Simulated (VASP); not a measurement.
# LiSiBC4 (I-4) in VASP: single point with PBE0

Aim: the single point of LiSiBC4 with PBE0.

Program: VASP 6.6.1. These are calculated values, not measurements. Logs are shortened: lines on timing, memory, paths and dates and some standing lists are left out, and cuts for length are marked.

## Step 1: The cell of the first run

It takes space group I-4 (No. 82, tetragonal). The conventional cell has a = 4.392 Å, b = 4.392 Å, c = 6.798 Å, α = 90.00°, β = 90.00°, γ = 90.00°. Within 2.9 Å of Li (site symmetry -4) lie 8 C at 2.02 to 2.87 Å and 4 B at 2.78 Å. B (site symmetry -4) has 8 C at 2.10 to 2.85 Å and 4 Li at 2.78 Å and 4 Si at 2.78 Å within 2.9 Å. Within 2.2 Å of C (site symmetry 1) lie 1 Si at 1.62 Å and 1 Li at 2.02 Å and 1 B at 2.10 Å. Within 2.2 Å of Si (site symmetry -4) lie 4 C at 1.62 Å.

## Step 2: Single point, PBE0

POSCAR reads:

```
LiSiBC4
1.0
    0.0000000000      4.3918520000      0.0000000000
    4.3918520000      0.0000000000      0.0000000000
    2.1959260000      2.1959260000     -3.3989910000
Li B C Si
1 1 4 1
Direct
    0.5000000000      0.5000000000      0.0000000000
    0.7500000000      0.2500000000      0.5000000000
    0.2830000000      0.3984000000      0.7430000000
    0.6016000000      0.0260000000      0.2570000000
    0.9740000000      0.8586000000      0.7430000000
    0.1414000000      0.7170000000      0.2570000000
    0.0000000000      0.0000000000      0.0000000000
```

INCAR.step1 reads:

```
PREC     = Accurate       # precision mode
ENCUT    = 650            # plane-wave cutoff, eV
EDIFF    = 1E-5           # SCF threshold, eV
ISMEAR   = -1             # smearing method
SIGMA    = 0.1            # smearing width, eV
LREAL    = False          # projectors in reciprocal space
LASPH    = True           # aspherical terms in the spheres
NELM     = 120            # most SCF steps
ALGO     = Normal         # electronic algorithm
ISIF     = 2              # what is computed and relaxed
LWAVE    = True           # write WAVECAR
LCHARG   = False          # write CHGCAR
GGA      = PE             # functional
NBANDS   = 22             # bands
GGA_COMPAT= False
```

INCAR.step2 reads:

```
PREC     = Accurate       # precision mode
ENCUT    = 650            # plane-wave cutoff, eV
EDIFF    = 1E-6           # SCF threshold, eV
ISMEAR   = -1             # smearing method
SIGMA    = 0.1            # smearing width, eV
LREAL    = False          # projectors in reciprocal space
LASPH    = True           # aspherical terms in the spheres
NELM     = 120            # most SCF steps
ALGO     = Normal         # electronic algorithm
ISIF     = 2              # what is computed and relaxed
LWAVE    = False          # write WAVECAR
LCHARG   = False          # write CHGCAR
GGA      = PE             # functional
LHFCALC  = True           # exact exchange
AEXX     = 0.25           # exact-exchange fraction
PRECFOCK = Normal       
ISTART   = 1            
NBANDS   = 22             # bands
GGA_COMPAT= False
```

KPOINTS reads:

```
Automatic mesh
0
Gamma
  4 4 4
```

Potentials or basis: VASP PAW PBE potentials, release 64 (Li_sv, B, C, Si).

Run with:

```sh
$ cat potpaw_PBE.64/Li_sv/POTCAR potpaw_PBE.64/B/POTCAR potpaw_PBE.64/C/POTCAR potpaw_PBE.64/Si/POTCAR > POTCAR
$ cp INCAR.step1 INCAR
$ mpirun -np 1 vasp_std > vasp.out
$ cp INCAR.step2 INCAR
$ mpirun -np 1 vasp_std > vasp.out
```

OUTCAR:

```text
PREC = Accurate
   ENCUT = 650
   EDIFF = 1E-6
   ISMEAR = -1
   LREAL = False
   LASPH = True
   NELM = 120
   ISIF = 2
   GGA = PE
   LHFCALC = True
   AEXX = 0.25
   PRECFOCK = Normal
   ISTART = 1

 ion  position               nearest neighbor table
   1  0.500  0.500  0.000-   3 2.02   4 2.02   5 2.02   6 2.02
   2  0.750  0.250  0.500-   5 2.10   6 2.10   4 2.10   3 2.10
   3  0.283  0.398  0.743-   7 1.62   1 2.02   2 2.10
   4  0.602  0.026  0.257-   7 1.62   1 2.02   2 2.10
   5  0.974  0.859  0.743-   7 1.62   1 2.02   2 2.10
   6  0.141  0.717  0.257-   7 1.62   1 2.02   2 2.10
   7  0.000  0.000  0.000-   5 1.62   6 1.62   3 1.62   4 1.62

  LATTYP: Found a body centered tetragonal cell.
 ALAT       =     4.3918520000
 C/A-ratio  =     1.5478622686

  Lattice vectors:

 A1 = (  -2.1959260000,   2.1959260000,   3.3989910000)
 A2 = (   2.1959260000,  -2.1959260000,   3.3989910000)
 A3 = (   2.1959260000,   2.1959260000,  -3.3989910000)

Analysis of symmetry for initial positions (statically):
=====================================================================
 Subroutine PRICEL returns:
 Original cell was already a primitive cell.

 Routine SETGRP: Setting up the symmetry group for a
 body centered tetragonal supercell.

 Subroutine GETGRP returns: Found  4 space group operations
 (whereof  4 operations were pure point group operations)
 out of a pool of 16 trial point group operations.

The static configuration has the point symmetry S_4 .

Analysis of symmetry for dynamics (positions and initial velocities):
=====================================================================
 Subroutine PRICEL returns:
 Original cell was already a primitive cell.

 Routine SETGRP: Setting up the symmetry group for a
 body centered tetragonal supercell.

 Subroutine GETGRP returns: Found  4 space group operations
 (whereof  4 operations were pure point group operations)
 out of a pool of 16 trial point group operations.

The dynamic configuration has the point symmetry S_4 .

 Subroutine INISYM returns: Found  4 space group operations
 (whereof  4 operations are pure point group operations),
 and found     1 'primitive' translations

----------------------------------------------------------------------------------------

                                     Primitive cell

  volume of cell :      65.5610

  direct lattice vectors                    reciprocal lattice vectors
     0.000000000  4.391852000  0.000000000     0.000000000  0.227694376  0.147102478
     4.391852000  0.000000000  0.000000000     0.227694376  0.000000000  0.147102478
     2.195926000  2.195926000 -3.398991000     0.000000000  0.000000000 -0.294204957

  length of vectors
     4.391852000  4.391852000  4.604054932     0.271079081  0.271079081  0.294204957

  position of ions in fractional coordinates (direct lattice)
     0.500000000  0.500000000  0.000000000
     0.750000000  0.250000000  0.500000000
     0.283000000  0.398400000  0.743000000
     0.601600000  0.026000000  0.257000000
     0.974000000  0.858600000  0.743000000
     0.141400000  0.717000000  0.257000000
     0.000000000  0.000000000  0.000000000

  ion indices of the primitive-cell ions
   primitive index   ion index
                 1           1
                 2           2
                 3           3
                 4           4
                 5           5
                 6           6
                 7           7

----------------------------------------------------------------------------------------

 KPOINTS: Automatic mesh

Automatic generation of k-mesh.
 Grid dimensions read from file:
 generate k-points for:    4    4    4

 Generating k-lattice:

  Cartesian coordinates                     Fractional coordinates (reciprocal lattice)
     0.000000000  0.056923594  0.036775620     0.250000000  0.000000000  0.000000000
     0.056923594  0.000000000  0.036775620     0.000000000  0.250000000  0.000000000
     0.000000000  0.000000000 -0.073551239     0.000000000  0.000000000  0.250000000

  Length of vectors
     0.067769770  0.067769770  0.073551239

  Shift w.r.t. Gamma in fractional coordinates (k-lattice)
     0.000000000  0.000000000  0.000000000

 Subroutine IBZKPT returns following result:
 ===========================================

 Found     14 irreducible k-points:

 Following reciprocal coordinates:
            Coordinates               Weight
  0.000000  0.000000  0.000000      1.000000
  0.250000  0.000000  0.000000      8.000000
  0.500000  0.000000  0.000000      4.000000
  0.250000  0.250000  0.000000      8.000000
  0.500000  0.250000  0.000000      8.000000
 -0.250000  0.500000  0.000000      8.000000
 -0.250000  0.250000  0.000000      4.000000
  0.500000  0.500000  0.000000      2.000000
  0.000000  0.000000  0.250000      2.000000
  0.500000  0.000000  0.250000      4.000000
 -0.250000  0.000000  0.250000      8.000000
  0.500000  0.500000  0.250000      2.000000
 -0.250000 -0.250000  0.250000      4.000000
  0.000000  0.000000  0.500000      1.000000
   k-points           NKPTS =     14   k-points in BZ     NKDIM =     64   number of bands    NBANDS=     22
   number of dos      NEDOS =    301   number of ions     NIONS =      7
   total plane-waves  NPLWV =  64000
   dimension x,y,z NGX =    40 NGY =   40 NGZ =   40
   dimension x,y,z NGXF=    80 NGYF=   80 NGZF=   80
   ions per type =               1   1   4   1
   NGX,Y,Z   is equivalent  to a cutoff of  15.14, 15.14, 14.44 a.u.
   NGXF,Y,Z  is equivalent  to a cutoff of  30.28, 30.28, 28.89 a.u.
 SYSTEM =  unknown system
   PREC   = accura    normal or accurate (medium, high low for compatibility)
   ISTART =      1    job   : 0-new  1-cont  2-samecut
   ICHARG =      0    charge: 1-file 2-atom 10-const
   ISPIN  =      1    spin polarized calculation?
   LNONCOLLINEAR =      F non collinear calculations
   LSORBIT =      F    spin-orbit coupling
   LASPH  =      T    aspherical Exc in radial PAW
   ENCUT  =  650.0 eV  47.77 Ry    6.91 a.u.   9.13  9.13  9.57*2*pi/ulx,y,z
   NELM   =    120;   NELMIN=  2; NELMDL=  0     # of ELM steps
   EDIFF  = 0.1E-05   stopping-criterion for ELM
   LREAL  =      F    real-space projection
   EDIFFG = 0.1E-04   stopping-criterion for IOM
   NSW    =      0    number of steps for IOM
   IBRION =     -1    ionic relax: 0-MD 1-quasi-New 2-CG
   NFREE  =      0    steps in history (QN), initial steepest desc. (CG)
   ISIF   =      2    stress and relaxation
   ISYM   =      3    0-nonsym 1-usesym 2-fastsym
   POTIM  = 0.5000    time-step for ionic-motion
   TEBEG  =    0.0;   TEEND  =   0.0 temperature during run
   PSTRESS=    0.0 pullay stress
   NELECT =      26.0000    total number of electrons
   NUPDOWN=      -1.0000    fix difference up-down
   EMIN   =  10.00;   EMAX   =-10.00  energy-range for DOS
   EFERMI =   0.00;   METHOD = LEGACY
   ISMEAR =    -1;   SIGMA  =   0.10  broadening in eV -4-tet -1-fermi 0-gaus
   EFERMI_NEDOS =   21; number of points for ismear=-14 and -15
   IALGO  =     38    algorithm
   IMIX   =      1    mixing-type and parameters
     AMIX     =   0.40;   BMIX     =  1.00
     AMIX_MAG =   1.60;   BMIX_MAG =  1.00
  volume/ion in A,a.u.               =       9.37        63.20
  Fermi-wavevector in a.u.,A,eV,Ry     =   1.202774  2.272914 19.683087  1.446666
  Thomas-Fermi vector in A             =   2.338546
   LORBIT       =      0    0 simple, 1 ext, 2 COOP (PROOUT), +10 PAW based schemes
   GGA     = PE    functional components
   LHFCALC =     T    Hartree Fock is set to
   PRECFOCK=normal    Normal, Fast or Accurate (Low or Medium for compatibility)
   ENCUT4O =  -1.0   cutoff for four orbital integrals eV
   NKREDX  =     1    reduce k-point grid by
   NKREDY  =     1    reduce k-point grid by
   NKREDZ  =     1    reduce k-point grid by
   AEXX    =    0.2500 exact exchange contribution
   HFSCREEN=    0.0000 screening length (either q_TF or 0.3 A-1)
   HFSCREENC=   0.0000 screening length for correlation (either q_TF or 0.3 A-1)
   ENCUTFOCK=  -1.0 apply spherical cutoff to Coloumb kernel
   IVDW    =     0    specifies the selected vdW correction
   LEPSILON=     F    determine dielectric tensor
   LRPA    =     F    only Hartree local field effects (RPA)
 non-spin polarized calculation
  energy-cutoff  :      650.00
  volume of cell :       65.56
 maximum number of plane-waves:      2488
 NGX is ok and might be reduce to    40
  NGX = 28; NGY = 28; NGZ = 30

 number of electron      26.0000002 magnetization

 Free energy of the ion-electron system (eV)
  ---------------------------------------------------
  ext. energy  EPLUGINS =         0.00000000
  ---------------------------------------------------
  free energy    TOTEN  =       -41.22249348 eV

  energy without entropy =      -41.21007826  energy(sigma->0) =      -41.21628587

 E-fermi :   4.6867     XC(G=0):  -8.6850

 val. band max:        4.1787824963   @ k =  -0.2500  -0.2500   0.2500
 cond. band min:       4.6874682870   @ k =  -0.2500   0.2500   0.0000
 fundamental gap:      0.5086857907
 Fermi energy:         4.6866785827

 k-point     1 :       0.0000    0.0000    0.0000
  band No.  band energies     occupation
      1     -43.0349      2.00000
      2     -12.8736      2.00000
      3      -6.5774      2.00000
      4      -6.5774      2.00000
      5      -5.6794      2.00000
      6      -2.5398      2.00000
[... 14 lines left out ...]
     21      14.1521      0.00000
     22      15.9969      0.00000

 k-point     2 :       0.2500    0.0000    0.0000
  band No.  band energies     occupation
      1     -43.0349      2.00000
      2     -12.4236      2.00000
      3      -7.7559      2.00000
      4      -6.8104      2.00000
      5      -6.1623      2.00000
      6      -2.6231      2.00000
[... 14 lines left out ...]
     21      13.7539      0.00000
     22      15.9074      0.00000
[... 273 lines left out ...]
     21      12.8776      0.00000
     22      16.1710      0.00000

 k-point    14 :       0.0000    0.0000    0.5000
  band No.  band energies     occupation
      1     -43.0350      2.00000
      2     -11.2334      2.00000
      3      -9.4891      2.00000
      4      -7.2803      2.00000
      5      -7.2803      2.00000
      6      -3.4783      2.00000
[... 14 lines left out ...]
     21      11.8991      0.00000
     22      15.3193      0.00000

------------------------ aborting loop because EDIFF is reached ----------------------------------------

  FORCE on cell =-STRESS in cart. coord.  units (eV):
  Direction    XX          YY          ZZ          XY          YZ          ZX
  --------------------------------------------------------------------------------------
  -------------------------------------------------------------------------------------
  Total        7.8842339      7.8842339      4.4762750     -0.0000126      0.0000000      0.0000000
  in kB      192.6746926    192.6746926    109.3910854     -0.0003073      0.0000000      0.0000000
  external PRESSURE =     164.9134902 kB  Pullay stress =       0.0000000 kB

 VOLUME and BASIS-vectors are now :
 -----------------------------------------------------------------------------
  energy-cutoff  :      650.00
  volume of cell :       65.56
      direct lattice vectors                 reciprocal lattice vectors
     0.000000000  4.391852000  0.000000000     0.000000000  0.227694376  0.147102478
     4.391852000  0.000000000  0.000000000     0.227694376  0.000000000  0.147102478
     2.195926000  2.195926000 -3.398991000     0.000000000  0.000000000 -0.294204957

 POSITION                                       TOTAL-FORCE (eV/Angst)
 -----------------------------------------------------------------------------------
      2.19593      2.19593      0.00000        -0.000000      0.000000      0.000000
      2.19593      4.39185     -1.69950        -0.000000      0.000000      0.000000
      3.38129      2.87447     -2.52545         5.099717      4.090041      6.861872
      0.67854      3.20649     -0.87354         4.090041     -5.099717     -6.861872
      5.40242      5.90924     -2.52545        -5.099717     -4.090041      6.861872
      3.71331      1.18536     -0.87354        -4.090041      5.099717     -6.861872
      0.00000      0.00000      0.00000         0.000000      0.000000      0.000000
 -----------------------------------------------------------------------------------
    total drift:                                0.000000      0.000000     -0.000000

  FREE ENERGIE OF THE ION-ELECTRON SYSTEM (eV)
  ---------------------------------------------------
  free  energy   TOTEN  =       -41.2224934816 eV

  energy  without entropy=      -41.2100782623  energy(sigma->0) =      -41.21628587
```

Wall time 1.7 h (1 thread of Intel Xeon 8259CL, shared host); peak memory 0.28 GiB.

Results:

```
Free energy            : -41.2225 eV
Pressure               : 16.5 GPa
Largest force          : 9.477 eV/Å
Band gap on the k mesh : zero (bands 13 and 14 overlap by 2.24 eV)
```

Forces in eV/Å, atoms in the order of the input:
```
Li   0.000  0.000  0.000
B    0.000  0.000  0.000
C    5.100  4.090  6.862
C    4.090 -5.100 -6.862
C   -5.100 -4.090  6.862
C   -4.090  5.100 -6.862
Si   0.000  0.000  0.000
```

Caveat: the k points lie up to 0.43 Å⁻¹ apart, too coarse for converged energies and pressures of a metal; the PAW data sets were made with another functional, which shifts forces and pressure a little.

The gap in the log of VASP goes by the Fermi energy; the results here count the filled bands.